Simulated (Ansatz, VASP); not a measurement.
# RbBr: VASP beside Ansatz

Contents of POSCAR:

```
RbBr
1.0
    3.9404038215      0.0000000000      0.0000000000
    0.0000000000      4.1596381553      0.0000000000
    0.0000000000      0.0000000000      4.1596381553
Rb Br
1 1
Direct
    0.0000000000      0.0000000000      0.0000000000
    0.5000000000      0.5000000000      0.5000000000
```

The input INCAR.step1:

```
PREC = Accurate ; ENCUT = 520
ISMEAR = 0 ; SIGMA = 0.02
LREAL = F ; LASPH = T
NELM = 100 ; NBANDS = 15
GGA = PE ; ALGO = Normal
EDIFF = 1E-4 ; LWAVE = T
LCHARG = F
```

File INCAR.step2:

```
PREC = Accurate ; ENCUT = 520
EDIFF = 1E-6 ; ISMEAR = 0
SIGMA = 0.02 ; LREAL = F
LASPH = T ; NELM = 100
ALGO = Normal ; ISIF = 2
LWAVE = F ; LCHARG = F
METAGGA = R2SCAN ; LMIXTAU = T
NBANDS = 15 ; ISTART = 1
```

Contents of KPOINTS:

```
regular mesh
0
Gamma
  6 6 6
```

Input for Ansatz:

```yaml
crystal:
  lattice:
    - [3.9404038215, 0.0, 0.0]
    - [0.0, 4.1596381553, 0.0]
    - [0.0, 0.0, 4.1596381553]
  atoms:
    - { symbol: Rb, position: [0.0, 0.0, 0.0] }
    - { symbol: Br, position: [0.5, 0.5, 0.5] }
basis:
  ecutwfc: 500
kpoints:
  mp_grid: { grid: [6, 6, 6] }
  band_path: { path: [VBM, CBM], npoints: 2 }
hamiltonian:
  xc: r2scan
scf:
  occupations: { method: gaussian, width: 0.02 }
output:
  forces: true
  stress: true
  eigenvalues: true
checkpoint:
  read: start.run
  write: ck
  compress: false
  write_wavefunctions: false
  write_every: 100000
```

Alike in both runs: task single point; functional r2SCAN; k mesh 6 × 6 × 6; occupations gaussian, width 0.02 eV; no spin polarisation.

|  | VASP | Ansatz |
| --- | --- | --- |
| version | VASP 6.6.1 | Ansatz 0.2.0 |
| potentials or method | VASP PAW PBE potentials, release 64 (Rb_sv, Br), cutoff 520 eV | scalar-relativistic, plane waves, PAW |
| valence electrons in the cell | 16 | 16 |

|  | VASP | Ansatz | Ansatz less VASP |
| --- | --- | --- | --- |
| gap on the k mesh at the Fermi level (eV) | 4.73 | 4.72 | -0.003 |
| least direct gap on the mesh (eV) | 4.86 | 4.86 | -0.004 |
| pressure (GPa) | 0.6 | 0.6 | -0.03 |
| traceless stress, the component that is largest in VASP (GPa) | 1.17 | 1.17 | 0.000 |

VASP's potentials were made for PBE, not for r2SCAN.
